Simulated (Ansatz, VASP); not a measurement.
Mg7Te: VASP beside Ansatz

```
CELL_PARAMETERS angstrom
3.13850 -5.44437 0.00000
3.13850 5.44437 0.00000
-0.06647 0.00000 5.55878
ATOMIC_POSITIONS crystal
Mg 0.00257 0.50129 0.00057
Mg 0.83242 0.16758 0.50000
Mg 0.33346 0.66654 0.50000
Mg 0.49853 0.50147 0.00000
Mg 0.83251 0.66434 0.50079
Mg 0.33566 0.16749 0.49921
Mg 0.49871 0.99743 0.99943
Te 0.00014 0.99986 0.00000
```

Change from the starting cell: the structure that the rattled cell fell into.

Alike in both runs: task relaxation of cell and atoms; functional PBE; k mesh 6 × 6 × 6; occupations gaussian, width 0.1 eV; no spin polarisation.

|  | VASP | Ansatz |
| --- | --- | --- |
| version | VASP 6.6.1 | Ansatz 0.2.0 |
| potentials or method | VASP PAW PBE potentials, release 64 (Mg, Te), cutoff 600 eV | scalar-relativistic, plane waves, PAW |
| valence electrons in the cell | 20 | 86 |

```tsv
	VASP	Ansatz	Ansatz less VASP
gap on the k mesh at the Fermi level, each at its own relaxed structure (eV)	none	none	-
relaxed volume (Å³/atom)	23.53	23.59	+0.056
relaxed cell length with the largest relative difference (Å)	5.373	5.379	+0.0057
```

A gap of «none» marks a metal or a gap that the smearing closes. VASP's potentials hold 20 valence electrons a cell and Ansatz's 86, so a difference there can come from the potentials and not from the codes.

Neither program's run includes spin-orbit coupling.
